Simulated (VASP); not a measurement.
Here is a VASP 6.6.1 calculation.

File INCAR:

```
SYSTEM = Zr
PREC = Accurate
ENCUT = 520
EDIFF = 1E-6
ISMEAR = -1
SIGMA = 0.05
LREAL = .FALSE.
LASPH = .TRUE.
NELM = 150
ALGO = Normal
ISIF = 2
LWAVE = .FALSE.
LCHARG = .FALSE.
LMAXMIX = 4
LDAU = .TRUE.
LDAUTYPE = 2
LDAUL = 2
LDAUU = 5
LDAUJ = 0
LDAUPRINT = 1
GGA = PS
NBANDS = 19
```

The input KPOINTS:

```
regular mesh
0
G
  9 9 5
  0 0 0
```

Contents of POSCAR:

```
Zr
1.0
    3.2320000000      0.0000000000      0.0000000000
   -1.6160000000      2.7989941050      0.0000000000
    0.0000000000      0.0000000000      5.1470000000
Zr
2
Direct
    0.6666666667      0.3333333333      0.7500000000
    0.3333333333      0.6666666667      0.2500000000
```

Potentials or basis: VASP PAW PBE potentials, release 64 (Zr_sv).

Launch:

```bash
$ cat potpaw_PBE.64/Zr_sv/POTCAR > POTCAR
$ mpirun -np 1 vasp_std > vasp.out
```

Problem. Estimate the band gap on the k mesh.

Solution. Zero (band 12 reaches 10.79 eV, above the bottom of band 13 at 9.30 eV).

Problem. What does it give for the pressure?

Solution. 10.1 GPa.

Stress tensor (GPa, compression positive):
```
10.31  0.00  0.00
 0.00 10.31  0.00
 0.00  0.00  9.80
```

Caveat: the PAW data sets were made with another functional, which shifts forces and pressure a little; U without spin polarisation on a metal has little footing; the U is typed as a test and isn't derived for this compound.
